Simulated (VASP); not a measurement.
# Li2O (Fm-3m) in VASP: notebook

Runs on Li2O. Level: PBEsol. Tasks: electric field gradients.

All numbers are computed with VASP 6.6.1; they aren't measurements. Logs are shortened: lines on timing, memory, paths and dates and some standing lists are left out, and cuts for length are marked.

## 1. The cell of the first run

The structure is cubic, space group Fm-3m (No. 225). Conventional cell: a = 4.619 Å, b = 4.619 Å, c = 4.619 Å, α = 90.00°, β = 90.00°, γ = 90.00°. Within 2.7 Å of Li (site symmetry -43m) lie 4 O at 2.00 Å and 6 Li at 2.31 Å. Within 2.7 Å of O (site symmetry m-3m) lie 8 Li at 2.00 Å.

## 2. Electric field gradients, PBEsol

INCAR reads:

```
SYSTEM = Li2O
PREC = Accurate
ENCUT = 650
EDIFF = 1E-8
ISMEAR = -1
SIGMA = 0.03
LREAL = .FALSE.
LASPH = .TRUE.
NELM = 120
ALGO = Normal
ISIF = 2
LWAVE = .FALSE.
LCHARG = .FALSE.
GGA = PS
LEFG = .TRUE.
NBANDS = 13
GGA_COMPAT = .FALSE.
```

KPOINTS reads:

```
regular mesh
0
G
  9 9 9
  0 0 0
```

POSCAR reads:

```
Li2O
1.0
    0.0000000000      2.3095000000      2.3095000000
    2.3095000000      0.0000000000      2.3095000000
    2.3095000000      2.3095000000      0.0000000000
Li O
2 1
Direct
    0.2500000000      0.2500000000      0.2500000000
    0.7500000000      0.7500000000      0.7500000000
    0.0000000000      0.0000000000      0.0000000000
```

Potentials or basis: VASP PAW PBE potentials, release 64 (Li_sv, O).

Launch:

```sh
cat potpaw_PBE.64/Li_sv/POTCAR potpaw_PBE.64/O/POTCAR > POTCAR
mpirun -np 1 vasp_std > vasp.out
```

OUTCAR:

```text
SYSTEM = Li2O
   PREC = Accurate
   ENCUT = 650
   EDIFF = 1E-8
   ISMEAR = -1
   LREAL = .FALSE.
   LASPH = .TRUE.
   NELM = 120
   ISIF = 2
   GGA = PS

 ion  position               nearest neighbor table
   1  0.250  0.250  0.250-   3 2.00   3 2.00   3 2.00   3 2.00   2 2.31   2 2.31   2 2.31   2 2.31
                             2 2.31   2 2.31
   2  0.750  0.750  0.750-   3 2.00   3 2.00   3 2.00   3 2.00   1 2.31   1 2.31   1 2.31   1 2.31
                             1 2.31   1 2.31
   3  0.000  0.000  0.000-   2 2.00   2 2.00   2 2.00   1 2.00   2 2.00   1 2.00   1 2.00   1 2.00

  LATTYP: Found a face centered cubic cell.
 ALAT       =     4.6190000000

  Lattice vectors:

 A1 = (   0.0000000000,   2.3095000000,   2.3095000000)
 A2 = (   2.3095000000,   0.0000000000,   2.3095000000)
 A3 = (   2.3095000000,   2.3095000000,   0.0000000000)

Analysis of symmetry for initial positions (statically):
=====================================================================
 Subroutine PRICEL returns:
 Original cell was already a primitive cell.

 Routine SETGRP: Setting up the symmetry group for a
 face centered cubic supercell.

 Subroutine GETGRP returns: Found 48 space group operations
 (whereof 48 operations were pure point group operations)
 out of a pool of 48 trial point group operations.

The static configuration has the point symmetry O_h .

Analysis of symmetry for dynamics (positions and initial velocities):
=====================================================================
 Subroutine PRICEL returns:
 Original cell was already a primitive cell.

 Routine SETGRP: Setting up the symmetry group for a
 face centered cubic supercell.

 Subroutine GETGRP returns: Found 48 space group operations
 (whereof 48 operations were pure point group operations)
 out of a pool of 48 trial point group operations.

The dynamic configuration has the point symmetry O_h .

 Subroutine INISYM returns: Found 48 space group operations
 (whereof 48 operations are pure point group operations),
 and found     1 'primitive' translations

----------------------------------------------------------------------------------------

                                     Primitive cell

  volume of cell :      24.6368

  direct lattice vectors                    reciprocal lattice vectors
     0.000000000  2.309500000  2.309500000    -0.216497077  0.216497077  0.216497077
     2.309500000  0.000000000  2.309500000     0.216497077 -0.216497077  0.216497077
     2.309500000  2.309500000  0.000000000     0.216497077  0.216497077 -0.216497077

  length of vectors
     3.266126222  3.266126222  3.266126222     0.374983938  0.374983938  0.374983938

  position of ions in fractional coordinates (direct lattice)
     0.250000000  0.250000000  0.250000000
     0.750000000  0.750000000  0.750000000
     0.000000000  0.000000000  0.000000000

  ion indices of the primitive-cell ions
   primitive index   ion index
                 1           1
                 2           2
                 3           3

----------------------------------------------------------------------------------------

 KPOINTS: regular mesh

Automatic generation of k-mesh.
 Grid dimensions read from file:
 generate k-points for:    9    9    9

 Generating k-lattice:

  Cartesian coordinates                     Fractional coordinates (reciprocal lattice)
    -0.024055231  0.024055231  0.024055231     0.111111111  0.000000000  0.000000000
     0.024055231 -0.024055231  0.024055231     0.000000000  0.111111111  0.000000000
     0.024055231  0.024055231 -0.024055231     0.000000000  0.000000000  0.111111111

  Length of vectors
[... 45 lines left out ...]
 SYSTEM =  Li2O
   PREC   = accura    normal or accurate (medium, high low for compatibility)
   ISTART =      0    job   : 0-new  1-cont  2-samecut
   ICHARG =      2    charge: 1-file 2-atom 10-const
   ISPIN  =      1    spin polarized calculation?
   LNONCOLLINEAR =      F non collinear calculations
   LSORBIT =      F    spin-orbit coupling
   LASPH  =      T    aspherical Exc in radial PAW
   ENCUT  =  650.0 eV  47.77 Ry    6.91 a.u.   6.79  6.79  6.79*2*pi/ulx,y,z
   NELM   =    120;   NELMIN=  2; NELMDL= -5     # of ELM steps
   EDIFF  = 0.1E-07   stopping-criterion for ELM
   LREAL  =      F    real-space projection
   EDIFFG = 0.1E-06   stopping-criterion for IOM
   NSW    =      0    number of steps for IOM
   IBRION =     -1    ionic relax: 0-MD 1-quasi-New 2-CG
   NFREE  =      0    steps in history (QN), initial steepest desc. (CG)
   ISIF   =      2    stress and relaxation
   ISYM   =      2    0-nonsym 1-usesym 2-fastsym
   POTIM  = 0.5000    time-step for ionic-motion
   TEBEG  =    0.0;   TEEND  =   0.0 temperature during run
   PSTRESS=    0.0 pullay stress
   NELECT =      12.0000    total number of electrons
   NUPDOWN=      -1.0000    fix difference up-down
   EMIN   =  10.00;   EMAX   =-10.00  energy-range for DOS
   EFERMI =   0.00;   METHOD = LEGACY
   ISMEAR =    -1;   SIGMA  =   0.03  broadening in eV -4-tet -1-fermi 0-gaus
   EFERMI_NEDOS =   21; number of points for ismear=-14 and -15
   IALGO  =     38    algorithm
   IMIX   =      4    mixing-type and parameters
     AMIX     =   0.40;   BMIX     =  1.00
     AMIX_MAG =   1.60;   BMIX_MAG =  1.00
  volume/ion in A,a.u.               =       8.21        55.42
  Fermi-wavevector in a.u.,A,eV,Ry     =   1.288073  2.434106 22.573876  1.659133
  Thomas-Fermi vector in A             =   2.420049
   LORBIT       =      0    0 simple, 1 ext, 2 COOP (PROOUT), +10 PAW based schemes
   GGA     = PS    functional components
   LHFCALC =     F    Hartree Fock is set to
   AEXX    =    0.0000 exact exchange contribution
   IVDW    =     0    specifies the selected vdW correction
   LEPSILON=     F    determine dielectric tensor
   LRPA    =     F    only Hartree local field effects (RPA)
 non-spin polarized calculation
  energy-cutoff  :      650.00
  volume of cell :       24.64
 maximum number of plane-waves:       944
   NGX = 13   NGY = 13   NGZ = 13

 number of electron      12.0000000 magnetization

 Free energy of the ion-electron system (eV)
  ---------------------------------------------------
  ext. energy  EPLUGINS =         0.00000000
  ---------------------------------------------------
  free energy    TOTEN  =       -14.75164300 eV

  energy without entropy =      -14.75164300  energy(sigma->0) =      -14.75164300

 E-fermi :   1.9545     XC(G=0):  -9.9233

 val. band max:        1.2265288745   @ k =   0.0000   0.0000   0.0000
 cond. band min:       6.1497388285   @ k =   0.4444   0.4444   0.0000
 fundamental gap:      4.9232099540
 Fermi energy:         1.9545454042

 k-point     1 :       0.0000    0.0000    0.0000
  band No.  band energies     occupation
      1     -41.0448      2.00000
      2     -40.6942      2.00000
      3     -14.1277      2.00000
      4       1.2265      2.00000
      5       1.2265      2.00000
      6       1.2265      2.00000
      7       6.3923      0.00000
      8      13.0308      0.00000
      9      13.0308      0.00000
     10      13.0308      0.00000
     11      20.0590      0.00000
     12      20.0590      0.00000
     13      20.0590      0.00000
[... 354 lines left out ...]
  band No.  band energies     occupation
      1     -40.9109      2.00000
      2     -40.7896      2.00000
      3     -13.8645      2.00000
      4      -0.3641      2.00000
      5      -0.1387      2.00000
      6      -0.1387      2.00000
      7       6.1497      0.00000
      8      14.5703      0.00000
      9      14.5703      0.00000
     10      15.7311      0.00000
     11      16.7384      0.00000
     12      21.1973      0.00000
     13      24.5914      0.00000

 [... further k-points ...]

------------------------ aborting loop because EDIFF is reached ----------------------------------------

  FORCE on cell =-STRESS in cart. coord.  units (eV):
  Direction    XX          YY          ZZ          XY          YZ          ZX
  --------------------------------------------------------------------------------------
  -------------------------------------------------------------------------------------
  Total       -0.3391936     -0.3391936     -0.3391936      0.0000000      0.0000000     -0.0000000
  in kB      -22.0584163    -22.0584163    -22.0584163      0.0000000      0.0000000     -0.0000000
  external PRESSURE =     -22.0584163 kB  Pullay stress =       0.0000000 kB

 VOLUME and BASIS-vectors are now :
 -----------------------------------------------------------------------------
  energy-cutoff  :      650.00
  volume of cell :       24.64
      direct lattice vectors                 reciprocal lattice vectors
     0.000000000  2.309500000  2.309500000    -0.216497077  0.216497077  0.216497077
     2.309500000  0.000000000  2.309500000     0.216497077 -0.216497077  0.216497077
     2.309500000  2.309500000  0.000000000     0.216497077  0.216497077 -0.216497077

 POSITION                                       TOTAL-FORCE (eV/Angst)
 -----------------------------------------------------------------------------------
      1.15475      1.15475      1.15475        -0.000000     -0.000000      0.000000
      3.46425      3.46425      3.46425         0.000000      0.000000     -0.000000
      0.00000      0.00000      0.00000        -0.000000      0.000000     -0.000000
 -----------------------------------------------------------------------------------
    total drift:                                0.000000      0.000000      0.000000

  FREE ENERGIE OF THE ION-ELECTRON SYSTEM (eV)
  ---------------------------------------------------
  free  energy   TOTEN  =       -14.7516429985 eV

  energy  without entropy=      -14.7516429985  energy(sigma->0) =      -14.75164300

 Electric field gradients (V/A^2)
---------------------------------------------------------------------
 ion       V_xx      V_yy      V_zz      V_xy      V_xz      V_yz
---------------------------------------------------------------------
   1       0.000     0.000    -0.000     0.001     0.001     0.001
   2       0.000    -0.000    -0.000     0.001     0.001     0.001
   3      -0.000    -0.000    -0.000     0.001     0.001     0.001
---------------------------------------------------------------------

 Electric field gradients after diagonalization (V/A^2)
 (convention: |V_zz| > |V_xx| > |V_yy|)
----------------------------------------------------------------------
 ion       V_xx      V_yy      V_zz     asymmetry (V_yy - V_xx)/ V_zz
----------------------------------------------------------------------
   1      -0.001    -0.001     0.001       0.000
   2      -0.001    -0.001     0.001       0.000
   3      -0.001    -0.001     0.003       0.000
----------------------------------------------------------------------

           NMR quadrupolar parameters

 Cq : quadrupolar parameter    Cq=e*Q*V_zz/h
 eta: asymmetry parameters     (V_yy - V_xx)/ V_zz
 Q  : nuclear electric quadrupole moment in mb (millibarn)
----------------------------------------------------------------------
 ion       Cq(MHz)       eta       Q (mb)
----------------------------------------------------------------------
   1       0.000       0.000       1.000
   2       0.000       0.000       1.000
   3       0.000       0.000       1.000
----------------------------------------------------------------------
```

It took 8.7 s on 1 thread of Intel Xeon 6975P-C (Granite Rapids), shared host; peak memory 0.15 GiB.

What came out:

```
Free energy                             : -14.7516 eV
Pressure                                : -2.2 GPa
Band gap on the k mesh                  : 4.92 eV (least direct gap 5.17 eV)
Largest electric field gradient by atom : zero within the noise of the run
```

Caveat: the PAW data sets were made with another functional, which shifts forces and pressure a little; an odd mesh through Γ misses points on the zone boundary, where band edges can lie.

## 3. Electric field gradients, PBEsol (8.05 Å³/atom)

This run uses another cell than the first one, of 8.05 Å³/atom.

INCAR reads:

```
PREC = Accurate
ENCUT = 650
EDIFF = 1E-8
ISMEAR = -1
SIGMA = 0.03
LREAL = False
LASPH = True
NELM = 120
ALGO = Normal
ISIF = 2
LWAVE = False
LCHARG = False
GGA = PS
LEFG = True
NBANDS = 13
GGA_COMPAT = False
```

KPOINTS reads:

```
Automatic mesh
0
Gamma
  9 9 9
```

POSCAR reads:

```
Li2O
1.0
    0.0000000000      2.2939995330      2.2939995330
    2.2939995330      0.0000000000      2.2939995330
    2.2939995330      2.2939995330      0.0000000000
Li O
2 1
Direct
    0.2500000000      0.2500000000      0.2500000000
    0.7500000000      0.7500000000      0.7500000000
    0.0000000000      0.0000000000      0.0000000000
```

Potentials or basis: VASP PAW PBE potentials, release 64 (Li_sv, O).

Launch:

```sh
cat potpaw_PBE.64/Li_sv/POTCAR potpaw_PBE.64/O/POTCAR > POTCAR
mpirun -np 1 vasp_std > vasp.out
```

OUTCAR:

```text
PREC = Accurate
   ENCUT = 650
   EDIFF = 1E-8
   ISMEAR = -1
   LREAL = False
   LASPH = True
   NELM = 120
   ISIF = 2
   GGA = PS

 ion  position               nearest neighbor table
   1  0.250  0.250  0.250-   3 1.99   3 1.99   3 1.99   3 1.99   2 2.29   2 2.29   2 2.29   2 2.29
                             2 2.29   2 2.29
   2  0.750  0.750  0.750-   3 1.99   3 1.99   3 1.99   3 1.99   1 2.29   1 2.29   1 2.29   1 2.29
                             1 2.29   1 2.29
   3  0.000  0.000  0.000-   2 1.99   2 1.99   2 1.99   1 1.99   2 1.99   1 1.99   1 1.99   1 1.99

  LATTYP: Found a face centered cubic cell.
 ALAT       =     4.5879990660

  Lattice vectors:

 A1 = (   0.0000000000,   2.2939995330,   2.2939995330)
 A2 = (   2.2939995330,   0.0000000000,   2.2939995330)
 A3 = (   2.2939995330,   2.2939995330,   0.0000000000)

Analysis of symmetry for initial positions (statically):
=====================================================================
 Subroutine PRICEL returns:
 Original cell was already a primitive cell.

[... 583 lines left out ...]
 -----------------------------------------------------------------------------------
      1.14700      1.14700      1.14700        -0.000000     -0.000000     -0.000000
      3.44100      3.44100      3.44100         0.000000      0.000000      0.000000
      0.00000      0.00000      0.00000        -0.000000      0.000000      0.000000
 -----------------------------------------------------------------------------------
    total drift:                                0.000000      0.000000      0.000000

  FREE ENERGIE OF THE ION-ELECTRON SYSTEM (eV)
  ---------------------------------------------------
  free  energy   TOTEN  =       -14.7536610595 eV

  energy  without entropy=      -14.7536610595  energy(sigma->0) =      -14.75366106

 Electric field gradients (V/A^2)
---------------------------------------------------------------------
 ion       V_xx      V_yy      V_zz      V_xy      V_xz      V_yz
---------------------------------------------------------------------
   1       0.000    -0.000     0.000     0.001     0.001     0.001
   2       0.000    -0.000     0.000     0.001     0.001     0.001
   3      -0.000    -0.000    -0.000     0.002     0.002     0.002
---------------------------------------------------------------------

 Electric field gradients after diagonalization (V/A^2)
 (convention: |V_zz| > |V_xx| > |V_yy|)
----------------------------------------------------------------------
 ion       V_xx      V_yy      V_zz     asymmetry (V_yy - V_xx)/ V_zz
----------------------------------------------------------------------
   1      -0.001    -0.001     0.002       0.000
   2      -0.001    -0.001     0.002       0.000
   3      -0.002    -0.002     0.003       0.000
----------------------------------------------------------------------

           NMR quadrupolar parameters

 Cq : quadrupolar parameter    Cq=e*Q*V_zz/h
 eta: asymmetry parameters     (V_yy - V_xx)/ V_zz
 Q  : nuclear electric quadrupole moment in mb (millibarn)
----------------------------------------------------------------------
 ion       Cq(MHz)       eta       Q (mb)
----------------------------------------------------------------------
   1       0.000       0.000       1.000
   2       0.000       0.000       1.000
   3       0.000       0.000       1.000
----------------------------------------------------------------------
```

OSZICAR:

```text
N       E                     dE             d eps       ncg     rms          rms(c)
DAV:   1     0.518547715248E+02    0.51855E+02   -0.65392E+03   910   0.116E+03
DAV:   2    -0.107420811411E+02   -0.62597E+02   -0.59827E+02  1096   0.247E+02
DAV:   3    -0.162434392163E+02   -0.55014E+01   -0.54424E+01  1625   0.540E+01
DAV:   4    -0.163677212841E+02   -0.12428E+00   -0.12425E+00  1069   0.862E+00
DAV:   5    -0.163699476917E+02   -0.22264E-02   -0.22263E-02  1316   0.807E-01    0.701E+00
DAV:   6    -0.148081292676E+02    0.15618E+01   -0.73232E+00   985   0.143E+01    0.277E+00
DAV:   7    -0.147664956343E+02    0.41634E-01   -0.17713E-01  1138   0.298E+00    0.147E+00
DAV:   8    -0.147551810379E+02    0.11315E-01   -0.68374E-02   925   0.250E+00    0.405E-01
DAV:   9    -0.147534370714E+02    0.17440E-02   -0.58382E-03  1209   0.638E-01    0.116E-01
DAV:  10    -0.147536782825E+02   -0.24121E-03   -0.51552E-04  1035   0.197E-01    0.434E-02
DAV:  11    -0.147536609589E+02    0.17324E-04   -0.44104E-05  1190   0.707E-02    0.110E-02
DAV:  12    -0.147536617519E+02   -0.79300E-06   -0.49369E-06  1169   0.249E-02    0.761E-03
DAV:  13    -0.147536611334E+02    0.61850E-06   -0.32927E-06  1166   0.162E-02    0.152E-03
DAV:  14    -0.147536610813E+02    0.52050E-07   -0.44147E-08  1179   0.221E-03    0.113E-03
DAV:  15    -0.147536610559E+02    0.25472E-07   -0.38296E-08  1286   0.139E-03    0.439E-05
DAV:  16    -0.147536610595E+02   -0.36150E-08   -0.22237E-09   802   0.450E-04
   1 F= -.14753661E+02 E0= -.14753661E+02  d E =-.162924E-11
```

Run time: 9.8 s. Hardware: 1 thread of Intel Xeon 6975P-C (Granite Rapids), shared host; peak memory 0.15 GiB.

Results:

```yaml
Free_energy: -14.7537 eV
Pressure: -0.6 GPa
Band_gap_on_the_k_mesh: 4.96 eV (least direct gap 5.31 eV)
Largest_electric_field_gradient_by_atom: zero within the noise of the run
```

Caveat: the PAW data sets were made with another functional, which shifts forces and pressure a little; an odd mesh through Γ misses points on the zone boundary, where band edges can lie.

(Continued in part 2 of 3.)
